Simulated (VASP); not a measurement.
# Si (I4/mmm) in VASP: notebook

The runs below take Si through single point, with r2SCAN.

Everything below comes from runs of VASP 6.6.1. Logs are shortened: lines on timing, memory, paths and dates and some standing lists are left out, and cuts for length are marked.

### Step 1. The cell of the first run

It takes space group I4/mmm (No. 139, tetragonal). The conventional cell has a = 6.655 Å, b = 6.655 Å, c = 4.132 Å, α = 90.00°, β = 90.00°, γ = 90.00°. Si (site symmetry m2m) has 4 Si at 2.38 to 2.46 Å within 3.1 Å.

### Step 2. Single point, r2SCAN (strain +0.0750 x Voigt [0, 0, 1, 0, 0, 0])

POSCAR reads:

```
Si
1.0
   -3.3273296543      3.3273296543      2.0660215622
    3.3273296543     -3.3273296543      2.0660215622
    3.3273296543      3.3273296543     -2.0660215622
Si
4
Direct
    0.1787531995      0.1787531995      0.3575063991
    0.8212468005      0.8212468005      0.6424936010
    0.1787531995      0.8212468005      0.0000000000
    0.8212468005      0.1787531995      0.0000000000
```

INCAR.step1 reads:

```
PREC = Accurate
ENCUT = 520
ISMEAR = 0
SIGMA = 0.05
LREAL = F
LASPH = T
NELM = 100
NBANDS = 16
GGA = PE
ALGO = Normal
EDIFF = 1E-4
LWAVE = T
LCHARG = F
```

INCAR.step2 reads:

```
PREC = Accurate
ENCUT = 520
EDIFF = 1E-7
ISMEAR = 0
SIGMA = 0.05
LREAL = F
LASPH = T
NELM = 100
ALGO = Normal
ISIF = 2
LWAVE = F
LCHARG = T
METAGGA = R2SCAN
LMIXTAU = T
LELF = T
LVHAR = T
NBANDS = 16
ISTART = 1
```

KPOINTS reads:

```
regular mesh
0
Gamma
  10 10 10
```

Potentials or basis: VASP PAW PBE potentials, release 64 (Si).

Run with:

```
$ cat potpaw_PBE.64/Si/POTCAR > POTCAR
$ cp INCAR.step1 INCAR
$ mpirun -np 1 vasp_std > vasp.out
$ cp INCAR.step2 INCAR
$ mpirun -np 1 vasp_std > vasp.out
```

OUTCAR:

```text
PREC = Accurate
   ENCUT = 520
   EDIFF = 1E-7
   ISMEAR = 0
   LREAL = F
   LASPH = T
   NELM = 100
   ISIF = 2
   METAGGA = R2SCAN
   ISTART = 1

 ion  position               nearest neighbor table
   1  0.179  0.179  0.358-   3 2.38   4 2.38   2 2.46   2 2.46
   2  0.821  0.821  0.642-   3 2.38   4 2.38   1 2.46   1 2.46
   3  0.179  0.821  0.000-   2 2.38   1 2.38   4 2.46   4 2.46
   4  0.821  0.179  0.000-   2 2.38   1 2.38   3 2.46   3 2.46

  LATTYP: Found a body centered tetragonal cell.
 ALAT       =     6.6546593086
 C/A-ratio  =     0.6209248187

  Lattice vectors:

 A1 = (  -3.3273296543,   3.3273296543,   2.0660215622)
 A2 = (   3.3273296543,  -3.3273296543,   2.0660215622)
 A3 = (   3.3273296543,   3.3273296543,  -2.0660215622)

Analysis of symmetry for initial positions (statically):
=====================================================================
 Subroutine PRICEL returns:
 Original cell was already a primitive cell.

 Routine SETGRP: Setting up the symmetry group for a
 body centered tetragonal supercell.

 Subroutine GETGRP returns: Found 16 space group operations
 (whereof 16 operations were pure point group operations)
 out of a pool of 16 trial point group operations.

The static configuration has the point symmetry D_4h.

Analysis of symmetry for dynamics (positions and initial velocities):
=====================================================================
 Subroutine PRICEL returns:
 Original cell was already a primitive cell.

 Routine SETGRP: Setting up the symmetry group for a
 body centered tetragonal supercell.

 Subroutine GETGRP returns: Found 16 space group operations
 (whereof 16 operations were pure point group operations)
 out of a pool of 16 trial point group operations.

The dynamic configuration has the point symmetry D_4h.

 Subroutine INISYM returns: Found 16 space group operations
 (whereof 16 operations are pure point group operations),
 and found     1 'primitive' translations

----------------------------------------------------------------------------------------

                                     Primitive cell

  volume of cell :      91.4927

  direct lattice vectors                    reciprocal lattice vectors
    -3.327329654  3.327329654  2.066021562     0.000000000  0.150270653  0.242011027
     3.327329654 -3.327329654  2.066021562     0.150270653  0.000000000  0.242011027
     3.327329654  3.327329654 -2.066021562     0.150270653  0.150270653  0.000000000

  length of vectors
     5.139133230  5.139133230  5.139133230     0.284869455  0.284869455  0.212514796

  position of ions in fractional coordinates (direct lattice)
     0.178753200  0.178753200  0.357506399
     0.821246800  0.821246800  0.642493601
     0.178753200  0.821246800  0.000000000
     0.821246800  0.178753200  0.000000000

  ion indices of the primitive-cell ions
   primitive index   ion index
                 1           1
                 2           2
                 3           3
                 4           4

----------------------------------------------------------------------------------------

 KPOINTS: regular mesh

Automatic generation of k-mesh.
 Grid dimensions read from file:
 generate k-points for:   10   10   10

 Generating k-lattice:

  Cartesian coordinates                     Fractional coordinates (reciprocal lattice)
     0.000000000  0.015027065  0.024201103     0.100000000 -0.000000000  0.000000000
     0.015027065  0.000000000  0.024201103    -0.000000000  0.100000000  0.000000000
     0.015027065  0.015027065  0.000000000     0.000000000  0.000000000  0.100000000

  Length of vectors
     0.028486945  0.028486945  0.021251480

  Shift w.r.t. Gamma in fractional coordinates (k-lattice)
     0.000000000  0.000000000  0.000000000

 Subroutine IBZKPT returns following result:
 ===========================================

 Found    102 irreducible k-points:

 Following reciprocal coordinates:
            Coordinates               Weight
  0.000000  0.000000  0.000000      1.000000
  0.100000 -0.000000  0.000000      8.000000
  0.200000 -0.000000  0.000000      8.000000
  0.300000  0.000000  0.000000      8.000000
  0.400000  0.000000  0.000000      8.000000
  0.500000  0.000000  0.000000      4.000000
[... 16 lines left out ...]
  0.300000  0.300000  0.000000      8.000000
  0.400000  0.300000  0.000000     16.000000
 [... further k-points ...]
   k-points           NKPTS =    102   k-points in BZ     NKDIM =    102   number of bands    NBANDS=     16
   number of dos      NEDOS =    301   number of ions     NIONS =      4
   total plane-waves  NPLWV =  64000
   dimension x,y,z NGX =    40 NGY =   40 NGZ =   40
   dimension x,y,z NGXF=    80 NGYF=   80 NGZF=   80
   ions per type =               4
   NGX,Y,Z   is equivalent  to a cutoff of  12.94, 12.94, 12.94 a.u.
   NGXF,Y,Z  is equivalent  to a cutoff of  25.88, 25.88, 25.88 a.u.
 SYSTEM =  unknown system
   PREC   = accura    normal or accurate (medium, high low for compatibility)
   ISTART =      1    job   : 0-new  1-cont  2-samecut
   ICHARG =      0    charge: 1-file 2-atom 10-const
   ISPIN  =      1    spin polarized calculation?
   LNONCOLLINEAR =      F non collinear calculations
   LSORBIT =      F    spin-orbit coupling
   LASPH  =      T    aspherical Exc in radial PAW
   ENCUT  =  520.0 eV  38.22 Ry    6.18 a.u.   9.56  9.56  9.56*2*pi/ulx,y,z
   NELM   =    100;   NELMIN=  2; NELMDL=  0     # of ELM steps
   EDIFF  = 0.1E-06   stopping-criterion for ELM
   LREAL  =      F    real-space projection
   EDIFFG = 0.1E-05   stopping-criterion for IOM
   NSW    =      0    number of steps for IOM
   IBRION =     -1    ionic relax: 0-MD 1-quasi-New 2-CG
   NFREE  =      0    steps in history (QN), initial steepest desc. (CG)
   ISIF   =      2    stress and relaxation
   ISYM   =      2    0-nonsym 1-usesym 2-fastsym
   POTIM  = 0.5000    time-step for ionic-motion
   TEBEG  =    0.0;   TEEND  =   0.0 temperature during run
   PSTRESS=    0.0 pullay stress
   NELECT =      16.0000    total number of electrons
   NUPDOWN=      -1.0000    fix difference up-down
   EMIN   =  10.00;   EMAX   =-10.00  energy-range for DOS
   EFERMI =   0.00;   METHOD = LEGACY
   ISMEAR =     0;   SIGMA  =   0.05  broadening in eV -4-tet -1-fermi 0-gaus
   EFERMI_NEDOS =   21; number of points for ismear=-14 and -15
   IALGO  =     38    algorithm
   IMIX   =      4    mixing-type and parameters
     AMIX     =   0.40;   BMIX     =  1.00
     AMIX_MAG =   1.60;   BMIX_MAG =  1.00
  volume/ion in A,a.u.               =      22.87       154.36
  Fermi-wavevector in a.u.,A,eV,Ry     =   0.915488  1.730021 11.403292  0.838118
  Thomas-Fermi vector in A             =   2.040235
   LORBIT       =      0    0 simple, 1 ext, 2 COOP (PROOUT), +10 PAW based schemes
   METAGGA = R2SCAN    functional components
   LHFCALC =     F    Hartree Fock is set to
   AEXX    =    0.0000 exact exchange contribution
   IVDW    =     0    specifies the selected vdW correction
   LEPSILON=     F    determine dielectric tensor
   LRPA    =     F    only Hartree local field effects (RPA)
 non-spin polarized calculation
 Gauss-broadening in eV      SIGMA  =   0.05
  energy-cutoff  :      520.00
  volume of cell :       91.49
 maximum number of plane-waves:      2495
 NGX is ok and might be reduce to    40
   NGX = 19   NGY = 19   NGZ = 19

 number of electron      16.0000000 magnetization

 Free energy of the ion-electron system (eV)
  ---------------------------------------------------
  ext. energy  EPLUGINS =         0.00000000
  ---------------------------------------------------
  free energy    TOTEN  =       -34.34226622 eV

  energy without entropy =      -34.34202720  energy(sigma->0) =      -34.34214671

 E-fermi :   4.7054     XC(G=0):  -9.2545

 val. band max:        4.7036991428   @ k =   0.5000   0.5000   0.4000
 cond. band min:       4.7507073066   @ k =   0.5000   0.5000   0.5000
 fundamental gap:      0.0470081638
 Fermi energy:         4.7053829957

 k-point     1 :       0.0000    0.0000    0.0000
  band No.  band energies     occupation
      1      -7.4808      2.00000
      2      -2.7735      2.00000
      3      -0.9744      2.00000
      4      -0.9744      2.00000
      5       0.9700      2.00000
      6       2.9239      2.00000
[... 8 lines left out ...]
     15       9.9666      0.00000
     16      11.9639      0.00000

 k-point     2 :       0.1000   -0.0000    0.0000
  band No.  band energies     occupation
      1      -7.3810      2.00000
      2      -2.8452      2.00000
      3      -1.1599      2.00000
      4      -0.8212      2.00000
      5       1.0422      2.00000
      6       2.4329      2.00000
[... 8 lines left out ...]
     15       9.7668      0.00000
     16      12.3884      0.00000

 k-point     3 :       0.2000   -0.0000    0.0000
  band No.  band energies     occupation
      1      -7.0886      2.00000
      2      -2.9619      2.00000
      3      -1.6729      2.00000
      4      -0.6140      2.00000
      5       1.1272      2.00000
      6       1.6085      2.00000
[... 8 lines left out ...]
     15      10.4333      0.00000
     16      11.8879      0.00000

 k-point     4 :       0.3000    0.0000    0.0000
  band No.  band energies     occupation
      1      -6.6312      2.00000
      2      -3.0105      2.00000
      3      -2.4339      2.00000
      4      -0.7673      2.00000
      5       0.8426      2.00000
      6       1.3150      2.00000
[... 8 lines left out ...]
     15      10.5780      0.00000
     16      11.3563      0.00000
[... 324 lines left out ...]
 k-point    22 :      -0.2000    0.2000    0.0000
  band No.  band energies     occupation
      1      -7.2556      2.00000
      2      -3.7264      2.00000
      3      -0.8224      2.00000
      4      -0.7594      2.00000
      5       1.9695      2.00000
      6       2.6688      2.00000
[... 8 lines left out ...]
     15      10.4588      0.00000
     16      12.7213      0.00000

 k-point    23 :       0.3000    0.3000    0.0000
  band No.  band energies     occupation
      1      -5.6832      2.00000
      2      -3.9776      2.00000
      3      -3.2308      2.00000
      4      -0.9812      2.00000
      5       0.4189      2.00000
      6       1.8637      2.00000
[... 8 lines left out ...]
     15      11.6769      0.00000
     16      11.8354      0.00000

 k-point    24 :       0.4000    0.3000    0.0000
  band No.  band energies     occupation
      1      -5.9425      2.00000
      2      -4.4984      2.00000
      3      -2.6294      2.00000
      4      -0.4848      2.00000
      5       0.6604      2.00000
      6       1.8052      2.00000
[... 8 lines left out ...]
     15      10.7798      0.00000
     16      11.1309      0.00000

 [... further k-points ...]

------------------------ aborting loop because EDIFF is reached ----------------------------------------

  FORCE on cell =-STRESS in cart. coord.  units (eV):
  Direction    XX          YY          ZZ          XY          YZ          ZX
  --------------------------------------------------------------------------------------
  -------------------------------------------------------------------------------------
  Total       -0.9738126     -0.9738126     -7.4017458      0.0000000     -0.0000000     -0.0000000
  in kB      -17.0529478    -17.0529478   -129.6158902      0.0000000     -0.0000000     -0.0000000
  external PRESSURE =     -54.5739286 kB  Pullay stress =       0.0000000 kB

 VOLUME and BASIS-vectors are now :
 -----------------------------------------------------------------------------
  energy-cutoff  :      520.00
  volume of cell :       91.49
      direct lattice vectors                 reciprocal lattice vectors
    -3.327329654  3.327329654  2.066021562     0.000000000  0.150270653  0.242011027
     3.327329654 -3.327329654  2.066021562     0.150270653  0.000000000  0.242011027
     3.327329654  3.327329654 -2.066021562     0.150270653  0.150270653  0.000000000

 POSITION                                       TOTAL-FORCE (eV/Angst)
 -----------------------------------------------------------------------------------
      1.18954      1.18954     -0.00000         0.361239      0.361239      0.000000
      2.13779      2.13779      2.06602        -0.361239     -0.361239     -0.000000
      2.13779     -2.13779      2.06602        -0.361239      0.361239     -0.000000
     -2.13779      2.13779      2.06602         0.361239     -0.361239      0.000000
 -----------------------------------------------------------------------------------
    total drift:                               -0.000000     -0.000000      0.000000

  FREE ENERGIE OF THE ION-ELECTRON SYSTEM (eV)
  ---------------------------------------------------
  free  energy   TOTEN  =       -34.3422662225 eV

  energy  without entropy=      -34.3420271958  energy(sigma->0) =      -34.34214671
```

Wall time 15 min (1 thread of Intel Xeon 8259CL, shared host); peak memory 0.31 GiB.

What came out:

- Free energy: -34.3423 eV
- Pressure: -5.5 GPa
- Largest force: 0.511 eV/Å
- Band gap on the k mesh: zero (bands 8 and 9 overlap by 0.05 eV)

Forces in eV/Å, atoms in the order of the input:
```
Si   0.361  0.361  0.000
Si  -0.361 -0.361  0.000
Si  -0.361  0.361  0.000
Si   0.361 -0.361  0.000
```

Caveat: the cell differs from its parent crystal (strain +0.0750 x Voigt [0, 0, 1, 0, 0, 0]); the stress differs along the axes, from -13 to -2 GPa; semilocal functionals underestimate gaps, and a narrow one can read as zero; the PAW data sets were made with another functional, which shifts forces and pressure a little.

### Step 3. Single point, r2SCAN (strain +0.1000 x Voigt [0, 0, 1, 0, 0, 0])

POSCAR reads:

```
Si
1.0
   -3.3273296543      3.3273296543      2.1140685753
    3.3273296543     -3.3273296543      2.1140685753
    3.3273296543      3.3273296543     -2.1140685753
Si
4
Direct
    0.1787531995      0.1787531995      0.3575063991
    0.8212468005      0.8212468005      0.6424936010
    0.1787531995      0.8212468005      0.0000000000
    0.8212468005      0.1787531995      0.0000000000
```

INCAR.step1 reads:

```
SYSTEM = Si
  ALGO = Normal
  EDIFF = 1E-4
  ENCUT = 520
  GGA = PE
  ISMEAR = 0
  LASPH = .TRUE.
  LCHARG = .FALSE.
  LREAL = .FALSE.
  LWAVE = .TRUE.
  NBANDS = 16
  NELM = 100
  PREC = Accurate
  SIGMA = 0.05
```

INCAR.step2 reads:

```
SYSTEM = Si
  ALGO = Normal
  EDIFF = 1E-7
  ENCUT = 520
  ISIF = 2
  ISMEAR = 0
  ISTART = 1
  LASPH = .TRUE.
  LCHARG = .FALSE.
  LMIXTAU = .TRUE.
  LREAL = .FALSE.
  LWAVE = .FALSE.
  METAGGA = R2SCAN
  NBANDS = 16
  NELM = 100
  PREC = Accurate
  SIGMA = 0.05
```

KPOINTS reads:

```
k-points
0
G
  10 10 10
  0 0 0
```

Potentials or basis: VASP PAW PBE potentials, release 64 (Si).

Run with:

```
$ cat potpaw_PBE.64/Si/POTCAR > POTCAR
$ cp INCAR.step1 INCAR
$ mpirun -np 1 vasp_std > vasp.out
$ cp INCAR.step2 INCAR
$ mpirun -np 1 vasp_std > vasp.out
```

Wall time 16 min (1 thread of Intel Xeon 8259CL, shared host); peak memory 0.31 GiB.

The run converged. Its results:

| Item | Value |
| --- | --- |
| Free energy | -34.1513 eV |
| Pressure | -6.6 GPa |
| Largest force | 0.613 eV/Å |
| Band gap on the k mesh | zero (bands 8 and 9 overlap by 0.06 eV) |

Forces in eV/Å, atoms in the order of the input:
```
Si   0.433  0.433  0.000
Si  -0.433 -0.433  0.000
Si  -0.433  0.433  0.000
Si   0.433 -0.433  0.000
```

Stress tensor (GPa, compression positive):
```
 -2.03   0.00   0.00
  0.00  -2.03   0.00
  0.00   0.00 -15.71
```

Levels at points of the mesh, in eV from the Fermi level:
```
           k point  band 5  band 6  band 7  band 8  band 9  band 10  band 11  band 12
(0.00, 0.00, 0.00)   -3.63   -1.76   -1.76   -0.78    0.99     1.36     1.36     2.86
(0.50, 0.00, 0.00)   -4.10   -3.27   -2.39   -1.06    1.32     2.97     3.52     3.87
(0.50, 0.50, 0.00)   -2.57   -2.38   -1.92   -1.31    1.02     1.56     2.25     4.29
(0.50, 0.50, 0.50)   -3.42   -0.26   -0.25    0.10    0.10     2.15     4.24     4.24
```

Caveat: the cell differs from its parent crystal (strain +0.1000 x Voigt [0, 0, 1, 0, 0, 0]); the stress differs along the axes, from -16 to -2 GPa; semilocal functionals underestimate gaps, and a narrow one can read as zero; the PAW data sets were made with another functional, which shifts forces and pressure a little.

The gap in the log of VASP goes by the Fermi energy; the results here count the filled bands.